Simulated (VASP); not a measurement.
A run of VASP 6.6.1 is set up as follows.

INCAR

```
  PREC = Accurate
  ENCUT = 520
  EDIFF = 1E-6
  ISMEAR = -1
  SIGMA = 0.05
  LREAL = False
  LASPH = True
  NELM = 60
  ALGO = Normal
  ISIF = 2
  LWAVE = False
  LCHARG = False
  GGA = PS
  NBANDS = 12
```

Contents of KPOINTS:

```
Automatic mesh
0
Gamma
  9 9 9
```

Contents of POSCAR:

```
Sc
1.0
    0.0000000000      2.2970557664      2.2970557664
    2.2970557664      0.0000000000      2.2970557664
    2.2970557664      2.2970557664      0.0000000000
Sc
1
Direct
    0.0000000000      0.0000000000      0.0000000000
```

Potentials or basis: VASP PAW PBE potentials, release 64 (Sc_sv).

Run with:

```console
$ cat potpaw_PBE.64/Sc_sv/POTCAR > POTCAR
$ mpirun -np 1 vasp_std > vasp.out
```

What does it give for the pressure?

-1.4 GPa.

Caveat: the PAW data sets were made with another functional, which shifts forces and pressure a little.
